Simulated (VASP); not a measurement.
# GaP (F-43m) in VASP: settings compared, part 2 of 3

VASP 6.6.1.

**3. Relaxation of cell and atoms, HF**

This run uses another cell than the first one, of 20.24 Å³/atom.

Input file POSCAR:

```
GaP
1.0
    0.0000000000      2.7252500000      2.7252500000
    2.7252500000      0.0000000000      2.7252500000
    2.7252500000      2.7252500000      0.0000000000
Ga P
1 1
Direct
    0.0000000000      0.0000000000      0.0000000000
    0.7500000000      0.7500000000      0.7500000000
```

Input file INCAR.step1:

```
SYSTEM = GaP
ALGO = Normal
EDIFF = 1E-5
ENCUT = 600
GGA = PE
ISMEAR = -1
LASPH = .True.
LCHARG = .False.
LREAL = .False.
LWAVE = .True.
NBANDS = 16
NELM = 60
PREC = Accurate
SIGMA = 0.05
```

Input file INCAR.step2:

```
SYSTEM = GaP
AEXX = 1.0
AGGAC = 0.0
ALDAC = 0.0
ALGO = Normal
EDIFF = 1E-6
EDIFFG = -0.01
ENCUT = 600
GGA = PE
IBRION = 2
ISIF = 3
ISMEAR = -1
ISTART = 1
LASPH = .True.
LCHARG = .False.
LHFCALC = .True.
LREAL = .False.
LWAVE = .False.
NELM = 60
NSW = 60
PREC = Accurate
PRECFOCK = Normal
SIGMA = 0.05
```

Input file KPOINTS:

```
k-points
0
Gamma
  4 4 4
  0 0 0
```

Potentials or basis: VASP PAW PBE potentials, release 64 (Ga_d, P).

The run is started by

```
$ cat potpaw_PBE.64/Ga_d/POTCAR potpaw_PBE.64/P/POTCAR > POTCAR
$ cp INCAR.step1 INCAR
$ mpirun -np 1 vasp_std > vasp.out
$ cp INCAR.step2 INCAR
$ mpirun -np 1 vasp_std > vasp.out
```

OUTCAR:

```text
SYSTEM = GaP
   AEXX = 1.0
   EDIFF = 1E-6
   EDIFFG = -0.01
   ENCUT = 600
   GGA = PE
   IBRION = 2
   ISIF = 3
   ISMEAR = -1
   ISTART = 1
   LASPH = .True.
   LHFCALC = .True.
   LREAL = .False.
   NELM = 60
   NSW = 60
   PREC = Accurate
   PRECFOCK = Normal

 ion  position               nearest neighbor table
   1  0.000  0.000  0.000-   2 2.36   2 2.36   2 2.36   2 2.36
   2  0.750  0.750  0.750-   1 2.36   1 2.36   1 2.36   1 2.36

  LATTYP: Found a face centered cubic cell.
 ALAT       =     5.4505000000

  Lattice vectors:

 A1 = (   0.0000000000,   2.7252500000,   2.7252500000)
 A2 = (   2.7252500000,   0.0000000000,   2.7252500000)
 A3 = (   2.7252500000,   2.7252500000,   0.0000000000)

Analysis of symmetry for initial positions (statically):
=====================================================================
 Subroutine PRICEL returns:
 Original cell was already a primitive cell.

 Routine SETGRP: Setting up the symmetry group for a
 face centered cubic supercell.

 Subroutine GETGRP returns: Found 24 space group operations
 (whereof 24 operations were pure point group operations)
 out of a pool of 48 trial point group operations.

The static configuration has the point symmetry T_d .

Analysis of symmetry for dynamics (positions and initial velocities):
=====================================================================
 Subroutine PRICEL returns:
 Original cell was already a primitive cell.

 Routine SETGRP: Setting up the symmetry group for a
 face centered cubic supercell.

 Subroutine GETGRP returns: Found 24 space group operations
 (whereof 24 operations were pure point group operations)
 out of a pool of 48 trial point group operations.

The dynamic configuration has the point symmetry T_d .

 Subroutine INISYM returns: Found 24 space group operations
 (whereof 24 operations are pure point group operations),
 and found     1 'primitive' translations

----------------------------------------------------------------------------------------

                                     Primitive cell

  volume of cell :      40.4808

  direct lattice vectors                    reciprocal lattice vectors
     0.000000000  2.725250000  2.725250000    -0.183469406  0.183469406  0.183469406
     2.725250000  0.000000000  2.725250000     0.183469406 -0.183469406  0.183469406
     2.725250000  2.725250000  0.000000000     0.183469406  0.183469406 -0.183469406

  length of vectors
     3.854085511  3.854085511  3.854085511     0.317778334  0.317778334  0.317778334

  position of ions in fractional coordinates (direct lattice)
     0.000000000  0.000000000  0.000000000
     0.750000000  0.750000000  0.750000000

  ion indices of the primitive-cell ions
   primitive index   ion index
                 1           1
                 2           2

----------------------------------------------------------------------------------------

 KPOINTS: k-points

Automatic generation of k-mesh.
 Grid dimensions read from file:
 generate k-points for:    4    4    4

 Generating k-lattice:
[... 35 lines left out ...]
 SYSTEM =  GaP
   PREC   = accura    normal or accurate (medium, high low for compatibility)
   ISTART =      1    job   : 0-new  1-cont  2-samecut
   ICHARG =      0    charge: 1-file 2-atom 10-const
   ISPIN  =      1    spin polarized calculation?
   LNONCOLLINEAR =      F non collinear calculations
   LSORBIT =      F    spin-orbit coupling
   LASPH  =      T    aspherical Exc in radial PAW
   ENCUT  =  600.0 eV  44.10 Ry    6.64 a.u.   7.70  7.70  7.70*2*pi/ulx,y,z
   NELM   =     60;   NELMIN=  2; NELMDL=  0     # of ELM steps
   EDIFF  = 0.1E-05   stopping-criterion for ELM
   LREAL  =      F    real-space projection
   EDIFFG = -.1E-01   stopping-criterion for IOM
   NSW    =     60    number of steps for IOM
   IBRION =      2    ionic relax: 0-MD 1-quasi-New 2-CG
   NFREE  =      1    steps in history (QN), initial steepest desc. (CG)
   ISIF   =      3    stress and relaxation
   ISYM   =      3    0-nonsym 1-usesym 2-fastsym
   POTIM  = 0.5000    time-step for ionic-motion
   TEBEG  =    0.0;   TEEND  =   0.0 temperature during run
   PSTRESS=    0.0 pullay stress
   NELECT =      18.0000    total number of electrons
   NUPDOWN=      -1.0000    fix difference up-down
   EMIN   =  10.00;   EMAX   =-10.00  energy-range for DOS
   EFERMI =   0.00;   METHOD = LEGACY
   ISMEAR =    -1;   SIGMA  =   0.05  broadening in eV -4-tet -1-fermi 0-gaus
   EFERMI_NEDOS =   21; number of points for ismear=-14 and -15
   IALGO  =     38    algorithm
   IMIX   =      1    mixing-type and parameters
     AMIX     =   0.40;   BMIX     =  1.00
     AMIX_MAG =   1.60;   BMIX_MAG =  1.00
  volume/ion in A,a.u.               =      20.24       136.59
  Fermi-wavevector in a.u.,A,eV,Ry     =   1.249538  2.361284 21.243377  1.561344
  Thomas-Fermi vector in A             =   2.383574
   LORBIT       =      0    0 simple, 1 ext, 2 COOP (PROOUT), +10 PAW based schemes
   GGA     = PE    functional components
   LHFCALC =     T    Hartree Fock is set to
   PRECFOCK=normal    Normal, Fast or Accurate (Low or Medium for compatibility)
   ENCUT4O =  -1.0   cutoff for four orbital integrals eV
   NKREDX  =     1    reduce k-point grid by
   NKREDY  =     1    reduce k-point grid by
   NKREDZ  =     1    reduce k-point grid by
   AEXX    =    1.0000 exact exchange contribution
   HFSCREEN=    0.0000 screening length (either q_TF or 0.3 A-1)
   HFSCREENC=   0.0000 screening length for correlation (either q_TF or 0.3 A-1)
   ENCUTFOCK=  -1.0 apply spherical cutoff to Coloumb kernel
   IVDW    =     0    specifies the selected vdW correction
   LEPSILON=     F    determine dielectric tensor
   LRPA    =     F    only Hartree local field effects (RPA)
 conjugate gradient relaxation of ions
 non-spin polarized calculation
  energy-cutoff  :      600.00
  volume of cell :       40.48
 maximum number of plane-waves:      1363
 NGX is ok and might be reduce to    32
  NGX = 24; NGY = 24; NGZ = 24

--------------------------------------- Ionic step        1  -------------------------------------------

 number of electron      18.0000003 magnetization

 Free energy of the ion-electron system (eV)
  ---------------------------------------------------
  ext. energy  EPLUGINS =         0.00000000
  ---------------------------------------------------
  free energy    TOTEN  =       -17.26511142 eV

  energy without entropy =      -17.26511142  energy(sigma->0) =      -17.26511142

------------------------ aborting loop because EDIFF is reached ----------------------------------------

  FORCE on cell =-STRESS in cart. coord.  units (eV):
  Direction    XX          YY          ZZ          XY          YZ          ZX
  --------------------------------------------------------------------------------------
  -------------------------------------------------------------------------------------
  Total        1.3065129      1.3065129      1.3065129      0.0000000      0.0000000     -0.0000000
  in kB       51.7100828     51.7100828     51.7100828      0.0000000      0.0000000     -0.0000000
  external PRESSURE =      51.7100828 kB  Pullay stress =       0.0000000 kB
[... 23 lines left out ...]
--------------------------------------- Ionic step        2  -------------------------------------------

 number of electron      18.0000009 magnetization

 E-fermi :   2.6023     XC(G=0):   0.0000

 val. band max:        1.5544787350   @ k =   0.0000   0.0000   0.0000
 cond. band min:       9.5068325411   @ k =   0.5000   0.5000   0.0000
 fundamental gap:      7.9523538061
 Fermi energy:         2.6022577319

 k-point     1 :       0.0000    0.0000    0.0000
  band No.  band energies     occupation
      1     -22.9759      2.00000
      2     -22.9759      2.00000
      3     -22.9759      2.00000
      4     -22.8772      2.00000
      5     -22.8772      2.00000
      6     -15.0510      2.00000
      7       1.5545      2.00000
      8       1.5545      2.00000
      9       1.5545      2.00000
     10       9.9419      0.00000
     11      12.4594      0.00000
     12      12.4594      0.00000
     13      12.4594      0.00000
[... 145 lines left out ...]
--------------------------------------- Ionic step        3  -------------------------------------------

 number of electron      17.9999991 magnetization

 Free energy of the ion-electron system (eV)
  ---------------------------------------------------
  ext. energy  EPLUGINS =         0.00000000
  ---------------------------------------------------
  free energy    TOTEN  =       -17.29672180 eV

  energy without entropy =      -17.29672180  energy(sigma->0) =      -17.29672180

 E-fermi :   3.1097     XC(G=0):   0.0000

 val. band max:        1.9461349000   @ k =   0.0000   0.0000   0.0000
 cond. band min:       9.8669533799   @ k =   0.5000   0.5000   0.0000
 fundamental gap:      7.9208184798
 Fermi energy:         3.1097038527

 k-point     1 :       0.0000    0.0000    0.0000
  band No.  band energies     occupation
      1     -22.5445      2.00000
      2     -22.5445      2.00000
      3     -22.5445      2.00000
      4     -22.4354      2.00000
      5     -22.4354      2.00000
      6     -15.0190      2.00000
      7       1.9461      2.00000
      8       1.9461      2.00000
      9       1.9461      2.00000
     10      10.8233      0.00000
     11      12.9094      0.00000
     12      12.9094      0.00000
     13      12.9094      0.00000
[... 139 lines left out ...]
  FREE ENERGIE OF THE ION-ELECTRON SYSTEM (eV)
  ---------------------------------------------------
  free  energy   TOTEN  =       -17.2967218046 eV

  energy  without entropy=      -17.2967218046  energy(sigma->0) =      -17.29672180

 reached required accuracy - stopping structural energy minimisation
```

Run time: 23 min. Hardware: 1 thread of Intel Xeon Platinum 8375C at 2.90GHz (Ice Lake), shared host; peak memory 0.2 GiB.

What came out:

```yaml
Free_energy: -17.2967 eV
Relaxed_volume: 21.27 Å³/atom
Relaxed_cell: a = 3.918 Å, b = 3.918 Å, c = 3.918 Å, α = 60.00°, β = 60.00°, γ = 60.00°
Space_group_after_relaxing_to_0.1_Å: F-43m (No. 216)
Energy_gained_by_relaxing: 15.8 meV/atom
Ionic_steps: 3
Pressure_after_relaxing: 0.0 GPa
Band_gap_on_the_k_mesh: 7.92 eV (least direct gap 8.88 eV)
```

The path:
```tsv
step	energy change (eV)	largest force (eV/Å)	pressure (GPa)	volume (Å³)
1	0.0000	0.0000	5.17	40.48
2	-0.0084	0.0000	-3.79	44.43
3	-0.0316	0.0000	-0.02	42.54
```

Final structure:
```yaml
crystal:
  lattice:
    - [0.00000, 2.77072, 2.77072]
    - [2.77072, 0.00000, 2.77072]
    - [2.77072, 2.77072, 0.00000]
  atoms:
    - { symbol: Ga, position: [0.00000, 0.00000, 0.00000] }
    - { symbol: P, position: [0.75000, 0.75000, 0.75000] }
```

Caveat: the k points lie up to 0.49 Å⁻¹ apart in the final cell; the PAW data sets were made with another functional, which shifts forces and pressure a little.

**4. Single point, B3LYP**

This run uses another cell than the first one, of 19.03 Å³/atom.

Input file POSCAR:

```
GaP
1.0
    0.0000000000      2.6696170428      2.6696170428
    2.6696170428      0.0000000000      2.6696170428
    2.6696170428      2.6696170428      0.0000000000
Ga P
1 1
Direct
    0.0000000000      0.0000000000      0.0000000000
    0.7500000000      0.7500000000      0.7500000000
```

Input file INCAR.step1:

```
SYSTEM = GaP
  ALGO = Normal
  EDIFF = 1E-5
  ENCUT = 520
  GGA = PE
  ISIF = 2
  ISMEAR = -1
  LASPH = .True.
  LREAL = .False.
  LWAVE = .True.
  NBANDS = 16
  NELM = 60
  PREC = Accurate
  SIGMA = 0.05
```

Input file INCAR.step2:

```
SYSTEM = GaP
  AEXX = 0.2
  AGGAC = 0.81
  AGGAX = 0.72
  ALDAC = 0.19
  ALGO = Normal
  EDIFF = 1E-6
  ENCUT = 520
  GGA = B3
  ISIF = 2
  ISMEAR = -1
  ISTART = 1
  LASPH = .True.
  LCHARG = .True.
  LELF = .True.
  LHFCALC = .True.
  LREAL = .False.
  LVHAR = .True.
  LWAVE = .False.
  NBANDS = 16
  NELM = 60
  PREC = Accurate
  PRECFOCK = Normal
  SIGMA = 0.05
```

KPOINTS is that of step 3.

The run is started by

```
$ cat potpaw_PBE.64/Ga_d/POTCAR potpaw_PBE.64/P/POTCAR > POTCAR
$ cp INCAR.step1 INCAR
$ mpirun -np 1 vasp_std > vasp.out
$ cp INCAR.step2 INCAR
$ mpirun -np 1 vasp_std > vasp.out
```

Run time: 6.2 min. Hardware: 1 thread of Intel Xeon Platinum 8375C at 2.90GHz (Ice Lake), shared host; peak memory 0.17 GiB.

It converged, with:

| Quantity | Value |
| --- | --- |
| Free energy | -9.7888 eV |
| Pressure | 10.9 GPa |
| Band gap on the k mesh | 2.82 eV (least direct gap 3.71 eV) |

Levels at points of the mesh, in eV from the valence-band top:
```
           k point  band 6  band 7  band 8  band 9  band 10  band 11  band 12  band 13
(0.00, 0.00, 0.00)  -14.03    0.00    0.00    0.00     3.71     5.26     5.26     5.26
(0.50, 0.00, 0.00)  -11.64   -7.49   -1.29   -1.29     3.19     6.15     6.15    10.03
(0.50, 0.50, 0.00)  -10.59   -7.58   -3.09   -3.09     2.82     3.09    12.89    12.89
```

Caveat: the k points lie up to 0.51 Å⁻¹ apart; the PAW data sets were made with another functional, which shifts forces and pressure a little. A k mesh can miss the band edges.

(Continued in part 3 of 3.)
